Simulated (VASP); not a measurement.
# CrO2 (P4_2/mnm) in VASP: further runs

CrO2 is run at these levels: PBEsol; tasks: single point.

Program: VASP 6.6.1. These are calculated values, not measurements. Logs are shortened: lines on timing, memory, paths and dates and some standing lists are left out, and cuts for length are marked.

## 1. The cell of the first run

It takes space group P4_2/mnm (No. 136, tetragonal). Conventional cell: a = 4.333 Å, b = 4.333 Å, c = 2.863 Å, α = 90.00°, β = 90.00°, γ = 90.00°. Within 2.5 Å of Cr (site symmetry mmm) lie 6 O at 1.85 to 1.87 Å. O (site symmetry m2m) has 3 Cr at 1.85 to 1.87 Å and 1 O at 2.42 Å within 2.5 Å.

## 2. Single point, PBEsol, collinear spin, ferromagnetic start

File INCAR:

```
SYSTEM = CrO2
ALGO = Normal
EDIFF = 1E-6
ENCUT = 520
GGA = PS
ISIF = 2
ISMEAR = -1
ISPIN = 2
LASPH = .True.
LCHARG = .False.
LMAXMIX = 4
LORBIT = 11
LREAL = .False.
LWAVE = .False.
MAGMOM = 3 3 0 0 0 0
NBANDS = 37
NELM = 150
PREC = Accurate
SIGMA = 0.05
```

File KPOINTS:

```
k-points
0
Gamma
  6 6 9
  0 0 0
```

File POSCAR:

```
CrO2
1.0
    4.3330535979      0.0000000000      0.0000000000
    0.0000000000      4.3330535979      0.0000000000
    0.0000000000      0.0000000000      2.8630399594
Cr O
2 4
Direct
    0.5000000000      0.5000000000      0.5000000000
    0.0000000000      0.0000000000      0.0000000000
    0.8026027985      0.1973972015      0.5000000000
    0.6973972015      0.6973972015      0.0000000000
    0.1973972015      0.8026027985      0.5000000000
    0.3026027985      0.3026027985      0.0000000000
```

Potentials or basis: VASP PAW PBE potentials, release 64 (Cr_pv, O).

On the command line:

```bash
cat potpaw_PBE.64/Cr_pv/POTCAR potpaw_PBE.64/O/POTCAR > POTCAR
mpirun -np 1 vasp_std > vasp.out
```

OUTCAR:

```text
SYSTEM = CrO2
   EDIFF = 1E-6
   ENCUT = 520
   GGA = PS
   ISIF = 2
   ISMEAR = -1
   ISPIN = 2
   LASPH = .True.
   LORBIT = 11
   LREAL = .False.
   NELM = 150
   PREC = Accurate

 ion  position               nearest neighbor table
   1  0.500  0.500  0.500-   3 1.85   5 1.85   4 1.87   6 1.87   4 1.87   6 1.87
   2  0.000  0.000  0.000-   4 1.85   6 1.85   5 1.87   3 1.87   3 1.87   5 1.87
   3  0.803  0.197  0.500-   1 1.85   2 1.87   2 1.87
   4  0.697  0.697  0.000-   2 1.85   1 1.87   1 1.87
   5  0.197  0.803  0.500-   1 1.85   2 1.87   2 1.87
   6  0.303  0.303  0.000-   2 1.85   1 1.87   1 1.87

  LATTYP: Found a simple tetragonal cell.
 ALAT       =     4.3330535979
 C/A-ratio  =     0.6607441830

  Lattice vectors:

 A1 = (   4.3330535979,   0.0000000000,   0.0000000000)
 A2 = (   0.0000000000,   4.3330535979,   0.0000000000)
 A3 = (   0.0000000000,   0.0000000000,   2.8630399594)

Analysis of symmetry for initial positions (statically):
=====================================================================
 Subroutine PRICEL returns:
 Original cell was already a primitive cell.

 Routine SETGRP: Setting up the symmetry group for a
 simple tetragonal supercell.

 Subroutine GETGRP returns: Found 16 space group operations
 (whereof  8 operations were pure point group operations)
 out of a pool of 16 trial point group operations.

The static configuration has the point symmetry D_2h.
 The point group associated with its full space group is D_4h.

Analysis of symmetry for dynamics (positions and initial velocities):
=====================================================================
 Subroutine PRICEL returns:
 Original cell was already a primitive cell.

 Routine SETGRP: Setting up the symmetry group for a
 simple tetragonal supercell.

 Subroutine GETGRP returns: Found 16 space group operations
 (whereof  8 operations were pure point group operations)
 out of a pool of 16 trial point group operations.

The dynamic configuration has the point symmetry D_2h.
 The point group associated with its full space group is D_4h.

Analysis of structural, dynamic, and magnetic symmetry:
=====================================================================
 Subroutine PRICEL returns:
 Original cell was already a primitive cell.

 Routine SETGRP: Setting up the symmetry group for a
 simple tetragonal supercell.

 Subroutine GETGRP returns: Found 16 space group operations
 (whereof  8 operations were pure point group operations)
 out of a pool of 16 trial point group operations.

The overall configuration has the point symmetry D_2h.
 The point group associated with its full space group is D_4h.

 Subroutine INISYM returns: Found 16 space group operations
 (whereof  8 operations are pure point group operations),
 and found     1 'primitive' translations

----------------------------------------------------------------------------------------

                                     Primitive cell

  volume of cell :      53.7546

  direct lattice vectors                    reciprocal lattice vectors
     4.333053598  0.000000000  0.000000000     0.230784129  0.000000000  0.000000000
     0.000000000  4.333053598  0.000000000     0.000000000  0.230784129  0.000000000
     0.000000000  0.000000000  2.863039959     0.000000000  0.000000000  0.349279093

  length of vectors
     4.333053598  4.333053598  2.863039959     0.230784129  0.230784129  0.349279093

  position of ions in fractional coordinates (direct lattice)
     0.500000000  0.500000000  0.500000000
     0.000000000  0.000000000  0.000000000
     0.802602798  0.197397202  0.500000000
     0.697397202  0.697397202  0.000000000
     0.197397202  0.802602798  0.500000000
     0.302602798  0.302602798  0.000000000

  ion indices of the primitive-cell ions
   primitive index   ion index
                 1           1
                 2           2
                 3           3
                 4           4
                 5           5
                 6           6

[... 29 lines left out ...]
  0.166667  0.000000  0.000000      4.000000
  0.333333  0.000000  0.000000      4.000000
  0.500000  0.000000  0.000000      2.000000
  0.166667  0.166667  0.000000      4.000000
  0.333333  0.166667  0.000000      8.000000
[... 16 lines left out ...]
  0.333333  0.000000  0.222222      8.000000
  0.500000  0.000000  0.222222      4.000000
 [... further k-points ...]
   k-points           NKPTS =     50   k-points in BZ     NKDIM =     50   number of bands    NBANDS=     37
   number of dos      NEDOS =    301   number of ions     NIONS =      6
   total plane-waves  NPLWV =  24576
   dimension x,y,z NGX =    32 NGY =   32 NGZ =   24
   dimension x,y,z NGXF=    64 NGYF=   64 NGZF=   48
   ions per type =               2   4
   NGX,Y,Z   is equivalent  to a cutoff of  12.28, 12.28, 13.94 a.u.
   NGXF,Y,Z  is equivalent  to a cutoff of  24.55, 24.55, 27.87 a.u.
 SYSTEM =  CrO2
   PREC   = accura    normal or accurate (medium, high low for compatibility)
   ISTART =      0    job   : 0-new  1-cont  2-samecut
   ICHARG =      2    charge: 1-file 2-atom 10-const
   ISPIN  =      2    spin polarized calculation?
   LNONCOLLINEAR =      F non collinear calculations
   LSORBIT =      F    spin-orbit coupling
   LASPH  =      T    aspherical Exc in radial PAW
   ENCUT  =  520.0 eV  38.22 Ry    6.18 a.u.   8.06  8.06  5.32*2*pi/ulx,y,z
   NELM   =    150;   NELMIN=  2; NELMDL= -5     # of ELM steps
   EDIFF  = 0.1E-05   stopping-criterion for ELM
   LREAL  =      F    real-space projection
   EDIFFG = 0.1E-04   stopping-criterion for IOM
   NSW    =      0    number of steps for IOM
   IBRION =     -1    ionic relax: 0-MD 1-quasi-New 2-CG
   NFREE  =      0    steps in history (QN), initial steepest desc. (CG)
   ISIF   =      2    stress and relaxation
   ISYM   =      2    0-nonsym 1-usesym 2-fastsym
   POTIM  = 0.5000    time-step for ionic-motion
   TEBEG  =    0.0;   TEEND  =   0.0 temperature during run
   PSTRESS=    0.0 pullay stress
   NELECT =      48.0000    total number of electrons
   NUPDOWN=      -1.0000    fix difference up-down
   EMIN   =  10.00;   EMAX   =-10.00  energy-range for DOS
   EFERMI =   0.00;   METHOD = LEGACY
   ISMEAR =    -1;   SIGMA  =   0.05  broadening in eV -4-tet -1-fermi 0-gaus
   EFERMI_NEDOS =   21; number of points for ismear=-14 and -15
   IALGO  =     38    algorithm
   IMIX   =      4    mixing-type and parameters
     AMIX     =   0.40;   BMIX     =  1.00
     AMIX_MAG =   1.60;   BMIX_MAG =  1.00
  volume/ion in A,a.u.               =       8.96        60.46
  Fermi-wavevector in a.u.,A,eV,Ry     =   1.576462  2.979080 33.813623  2.485231
  Thomas-Fermi vector in A             =   2.677291
   LORBIT       =     11    0 simple, 1 ext, 2 COOP (PROOUT), +10 PAW based schemes
   GGA     = PS    functional components
   LHFCALC =     F    Hartree Fock is set to
   AEXX    =    0.0000 exact exchange contribution
   IVDW    =     0    specifies the selected vdW correction
   LEPSILON=     F    determine dielectric tensor
   LRPA    =     F    only Hartree local field effects (RPA)
 spin polarized calculation
  energy-cutoff  :      520.00
  volume of cell :       53.75
 maximum number of plane-waves:      1472
   NGX = 17   NGY = 17   NGZ = 11

 number of electron      47.9999988 magnetization       3.9999367

 Free energy of the ion-electron system (eV)
  ---------------------------------------------------
  ext. energy  EPLUGINS =         0.00000000
  ---------------------------------------------------
  free energy    TOTEN  =       -52.97876666 eV

  energy without entropy =      -52.96692236  energy(sigma->0) =      -52.97284451

 E-fermi :   6.4398     XC(G=0): -12.5406

 val. band max:        6.4332500383   @ k =   0.5000   0.5000   0.4444
 cond. band min:       6.4452019003   @ k =   0.3333   0.1667   0.2222
 fundamental gap:      0.0119518620
 Fermi energy:         6.4397769421

 spin component 1

 k-point     1 :       0.0000    0.0000    0.0000
  band No.  band energies     occupation
      1     -38.4475      1.00000
      2     -38.4475      1.00000
      3     -38.2997      1.00000
      4     -38.2997      1.00000
      5     -38.2223      1.00000
      6     -38.2030      1.00000
[... 925 lines left out ...]
     35      17.4712      0.00000
     36      17.4712      0.00000

 [... further k-points ...]

 spin component 2

 k-point     1 :       0.0000    0.0000    0.0000
  band No.  band energies     occupation
      1     -36.5106      1.00000
      2     -36.5106      1.00000
      3     -36.1554      1.00000
      4     -36.1554      1.00000
      5     -35.9570      1.00000
      6     -35.9343      1.00000
[... 925 lines left out ...]
     35      17.6488      0.00000
     36      17.6488      0.00000

 [... further k-points ...]

 [bands above 36 left out]

------------------------ aborting loop because EDIFF is reached ----------------------------------------

  FORCE on cell =-STRESS in cart. coord.  units (eV):
  Direction    XX          YY          ZZ          XY          YZ          ZX
  --------------------------------------------------------------------------------------
  -------------------------------------------------------------------------------------
  Total        3.5244671      3.5244671      3.6213151      0.0000000      0.0000000      0.0000000
  in kB      105.0481759    105.0481759    107.9347693      0.0000000      0.0000000      0.0000000
  external PRESSURE =     106.0103737 kB  Pullay stress =       0.0000000 kB

 VOLUME and BASIS-vectors are now :
 -----------------------------------------------------------------------------
  energy-cutoff  :      520.00
  volume of cell :       53.75
      direct lattice vectors                 reciprocal lattice vectors
     4.333053598  0.000000000  0.000000000     0.230784129  0.000000000  0.000000000
     0.000000000  4.333053598  0.000000000     0.000000000  0.230784129  0.000000000
     0.000000000  0.000000000  2.863039959     0.000000000  0.000000000  0.349279093

 POSITION                                       TOTAL-FORCE (eV/Angst)
 -----------------------------------------------------------------------------------
      2.16653      2.16653      1.43152         0.000000     -0.000000      0.000000
      0.00000      0.00000      0.00000         0.000000     -0.000000      0.000000
      3.47772      0.85533      1.43152        -0.012977      0.012977      0.000000
      3.02186      3.02186      0.00000         0.012977      0.012977     -0.000000
      0.85533      3.47772      1.43152         0.012977     -0.012977      0.000000
      1.31119      1.31119      0.00000        -0.012977     -0.012977      0.000000
 -----------------------------------------------------------------------------------
    total drift:                               -0.000000     -0.000000     -0.000000

  FREE ENERGIE OF THE ION-ELECTRON SYSTEM (eV)
  ---------------------------------------------------
  free  energy   TOTEN  =       -52.9787666579 eV

  energy  without entropy=      -52.9669223617  energy(sigma->0) =      -52.97284451

 total charge

# of ion       s       p       d       tot
------------------------------------------
    1        0.386   6.533   4.132  11.051
    2        0.386   6.533   4.132  11.051
    3        1.569   3.479   0.000   5.048
    4        1.569   3.479   0.000   5.048
    5        1.569   3.479   0.000   5.048
    6        1.569   3.479   0.000   5.048
--------------------------------------------------
tot          7.049  26.982   8.264  42.295

 magnetization (x)

# of ion       s       p       d       tot
------------------------------------------
    1        0.021   0.034   1.984   2.038
    2        0.021   0.034   1.984   2.038
    3       -0.003  -0.047   0.000  -0.050
    4       -0.003  -0.047   0.000  -0.050
    5       -0.003  -0.047   0.000  -0.050
    6       -0.003  -0.047   0.000  -0.050
--------------------------------------------------
tot          0.031  -0.122   3.967   3.876
```

Run time: 2 min. Hardware: 1 thread of Intel Xeon Platinum 8375C at 2.90GHz (Ice Lake), shared host; peak memory 0.27 GiB.

What came out:

| Item | Value |
| --- | --- |
| Free energy | -52.9788 eV |
| Pressure | 10.6 GPa |
| Largest force | 0.018 eV/Å |
| Band gap on the k mesh | zero (filled and empty bands overlap) |
| Net moment | 4.00 μB per cell |
| Site moments | Cr +2.04; O -0.05 μB |
| Valence electrons inside the program's atomic spheres | Cr 11.05; O 5.05 |

Forces on the atoms (eV/Å):
```
Cr   0.000  0.000  0.000
Cr   0.000  0.000  0.000
O   -0.013  0.013  0.000
O    0.013  0.013  0.000
O    0.013 -0.013  0.000
O   -0.013 -0.013  0.000
```

Caveat: the cell stands under pressure; the PAW data sets were made with another functional, which shifts forces and pressure a little; semilocal functionals often make such compounds metallic where correlation or magnetic order opens a gap, which also shifts bond lengths; the run started ferromagnetic, and an antiferromagnetic order may lie lower in energy.

## 3. Single point, PBEsol, collinear spin, ferromagnetic start

This run uses another cell than the first one, of 9.11 Å³/atom.

File INCAR:

```
PREC = Accurate
ENCUT = 520
EDIFF = 1E-6
ISMEAR = -1
SIGMA = 0.05
LREAL = F
LASPH = T
NELM = 150
ALGO = Normal
ISIF = 2
LWAVE = F
LCHARG = T
ISPIN = 2
MAGMOM = 3 3 0 0 0 0
LORBIT = 11
LMAXMIX = 4
GGA = PS
LELF = T
LVHAR = T
NBANDS = 37
```

File KPOINTS:

```
Automatic mesh
0
Gamma
  6 6 9
```

File POSCAR:

```
CrO2
1.0
    4.3612959861      0.0000000000      0.0000000000
    0.0000000000      4.3612959861      0.0000000000
    0.0000000000      0.0000000000      2.8749230460
Cr O
2 4
Direct
    0.5000000000      0.5000000000      0.5000000000
    0.0000000000      0.0000000000      0.0000000000
    0.8029115098      0.1970884902      0.5000000000
    0.6970884902      0.6970884902      0.0000000000
    0.1970884902      0.8029115098      0.5000000000
    0.3029115098      0.3029115098      0.0000000000
```

Potentials or basis: VASP PAW PBE potentials, release 64 (Cr_pv, O).

On the command line:

```bash
cat potpaw_PBE.64/Cr_pv/POTCAR potpaw_PBE.64/O/POTCAR > POTCAR
mpirun -np 1 vasp_std > vasp.out
```

It took 2.2 min on 1 thread of Intel Xeon Platinum 8375C at 2.90GHz (Ice Lake), shared host; peak memory 0.27 GiB.

It converged, with:

```
Free energy                                           : -53.0269 eV
Pressure                                              : 5.6 GPa
Largest force                                         : 0.019 eV/Å
Band gap on the k mesh                                : zero (filled and empty bands overlap)
Net moment                                            : 4.00 μB per cell
Site moments                                          : Cr +2.05; O -0.06 μB
Valence electrons inside the program's atomic spheres : Cr 11.00; O 5.04
```

Forces in eV/Å, atoms in the order of the input:
```
Cr   0.000  0.000  0.000
Cr   0.000  0.000  0.000
O   -0.013  0.013  0.000
O    0.013  0.013  0.000
O    0.013 -0.013  0.000
O   -0.013 -0.013  0.000
```

Stress tensor (GPa, compression positive):
```
5.46 0.00 0.00
0.00 5.46 0.00
0.00 0.00 5.74
```

Levels at points of the mesh, in eV from the Fermi level:
Spin up:
```csv
k point,band 23,band 24,band 25,band 26,band 27,band 28,band 29,band 30
"(0.00, 0.00, 0.00)",-1.41,-1.19,-1.19,-1.16,-0.74,1.21,1.27,3.91
"(0.50, 0.00, 0.00)",-0.78,-0.78,-0.32,-0.32,0.34,0.34,3.47,3.47
"(0.50, 0.50, 0.00)",-1.54,-1.54,-1.17,-1.17,0.92,0.92,2.92,2.92
```
Spin down:
| k point | band 18 | band 19 | band 20 | band 21 | band 22 | band 23 | band 24 | band 25 | band 26 | band 27 |
| --- | --- | --- | --- | --- | --- | --- | --- | --- | --- | --- |
| (0.00, 0.00, 0.00) | -3.67 | -1.86 | -1.50 | -1.50 | -1.04 | 0.71 | 0.76 | 1.01 | 1.01 | 1.05 |
| (0.50, 0.00, 0.00) | -4.56 | -3.12 | -3.12 | -1.90 | -1.90 | 1.43 | 1.43 | 1.66 | 1.66 | 1.99 |
| (0.50, 0.50, 0.00) | -3.53 | -2.73 | -2.73 | -2.36 | -2.36 | 0.75 | 0.75 | 1.03 | 1.03 | 2.33 |

Caveat: the cell stands under pressure; the PAW data sets were made with another functional, which shifts forces and pressure a little; semilocal functionals often make such compounds metallic where correlation or magnetic order opens a gap, which also shifts bond lengths; the run started ferromagnetic, and an antiferromagnetic order may lie lower in energy. With open d or f shells a metallic result of PBEsol can be an artefact of self-interaction; +U or a hybrid may open a gap.
